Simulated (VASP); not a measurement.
## Li: single point with LDA

Li:

```
Li
1.0
     2.91258    0.00000    0.00000
    -1.45629    2.52237    0.00000
     0.00000    0.00000    4.74963
Li
2
Direct
  0.33333 0.66667 0.25000
  0.66667 0.33333 0.75000
```

This cell differs from its parent crystal: volume scaled by 0.92.

```json
{"Program": "VASP 6.6.1", "Task": "single point", "Functional": "LDA", "Potentials or basis": "VASP PAW LDA potentials, release 64 (Li_sv)", "Cutoff": "520 eV", "k mesh": "14 × 14 × 8", "Occupations": "fermi-dirac, width 0.05 eV", "Spin": "no spin polarisation", "Dipole correction": "no", "Further INCAR settings": "ALGO = Normal; EDIFF = 1e-06; NBANDS = 10"}
```

```yaml
Band_gap_on_the_k_mesh: zero (band 3 reaches 3.07 eV, above the bottom of band 4 at -1.47 eV)
```

Levels at points of the mesh, in eV from the Fermi level:
```
           k point  band 1  band 2  band 3  band 4  band 5  band 6  band 7
(0.00, 0.00, 0.00)  -45.37  -45.33   -3.65   -0.07    3.53   13.61   13.61
(0.50, 0.00, 0.00)  -45.33  -45.32   -0.12    1.24    5.10    6.40    7.05
(0.00, 0.00, 0.50)  -45.35  -45.35   -2.50   -2.50    8.87    8.87   14.62
(0.50, 0.00, 0.50)  -45.33  -45.33    0.69    0.69    4.07    4.07   10.73
```

Wall time 20 s on 1 thread of Intel Xeon 6975P-C, with other jobs on the host, peak memory 0.15 GiB.
